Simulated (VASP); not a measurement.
KI:

```
K I
1.0
     4.29094    0.00000    0.00000
     0.00000    4.29094    0.00000
     0.00000    0.00000    4.29094
K I
1 1
Direct
  0.00000 0.00000 0.00000
  0.50000 0.50000 0.50000
```

Program: VASP 6.6.1. Alike in all runs: task single point; potentials or basis VASP PAW PBE potentials, release 64 (K_sv, I); no spin polarisation; cell as given; smearing gaussian 0.01 eV.

**Question.** Order these runs on this cell by their band gap on the k mesh, lowest first.
A. level PBE0; k mesh 4 × 4 × 4; cutoff (eV) 520; grid for exact exchange (PRECFOCK) Normal; share of exact exchange 0.25
B. level HSE06; k mesh 4 × 4 × 4; cutoff (eV) 520; grid for exact exchange (PRECFOCK) Normal; share of exact exchange 0.25; screening parameter 0.2079 1/Å
C. level r2SCAN; k mesh 6 × 6 × 6; cutoff (eV) 550
D. level PBE; k mesh 4 × 4 × 4; cutoff (eV) 500

**Answer.** D (3.33 eV), C (4.04 eV), B (4.30 eV), A (5.00 eV).

Caveats: spin-orbit coupling is left out, which moves the levels of the heavy elements.

A k mesh can miss the band edges.
